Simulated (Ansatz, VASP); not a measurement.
**La: VASP beside Ansatz**

The input INCAR:

```
PREC = Accurate
ENCUT = 520
EDIFF = 1E-8
ISMEAR = -1
SIGMA = 0.05
LREAL = F
LASPH = T
NELM = 80
ALGO = Normal
ISIF = 2
LWAVE = F
LCHARG = F
GGA = PE
LEFG = T
NBANDS = 18
```

Contents of KPOINTS:

```
Automatic mesh
0
Gamma
  12 12 7
```

POSCAR

```
La
1.0
    3.6317364831      0.0000000000      0.0000000000
   -1.8158682415      3.1451760542      0.0000000000
    0.0000000000      0.0000000000      6.0761289130
La
2
Direct
    0.3333333333      0.6666666667      0.2500000000
    0.6666666667      0.3333333333      0.7500000000
```

Input for Ansatz:

```yaml
crystal:
  lattice:
    - [3.6317364831, 0.0, 0.0]
    - [-1.8158682415, 3.1451760542, 0.0]
    - [0.0, 0.0, 6.076128913]
  atoms:
    - { symbol: La, position: [0.3333333333, 0.6666666667, 0.25] }
    - { symbol: La, position: [0.6666666667, 0.3333333333, 0.75] }
kpoints:
  mp_grid: { grid: [12, 12, 7] }
scf:
  occupations: { method: fermi_dirac, width: 0.05 }
hamiltonian:
  xc: pbe
  pseudopotentials: { kind: paw }
output:
  forces: true
  stress: true
  eigenvalues: true
  efg: { contact_densities: true }
```

Change from the starting cell: x and y stretched by -4 %, z held, PAW files.

Alike in both runs: task electric field gradients; functional PBE; k mesh 12 × 12 × 7; occupations fermi-dirac, width 0.05 eV; no spin polarisation.

|  | VASP | Ansatz |
| --- | --- | --- |
| version | VASP 6.6.1 | Ansatz 0.2.0 |
| potentials or method | VASP PAW PBE potentials, release 64 (La) | PAW with Ansatz's default frozen-core files, scalar-relativistic |
| plane-wave cutoff (eV) | 520 | 420 |
| valence electrons in the cell | 22 | 22 |

```csv
,VASP,Ansatz,Ansatz less VASP
pressure (GPa),2.3,2.2,-0.09
"traceless stress, the component that is largest in VASP (GPa)",-0.63,-0.64,-0.007
size of Vzz on the site where it differs most (V/Å²),13.0,13.4,+0.37
```

Neither program's run includes spin-orbit coupling.
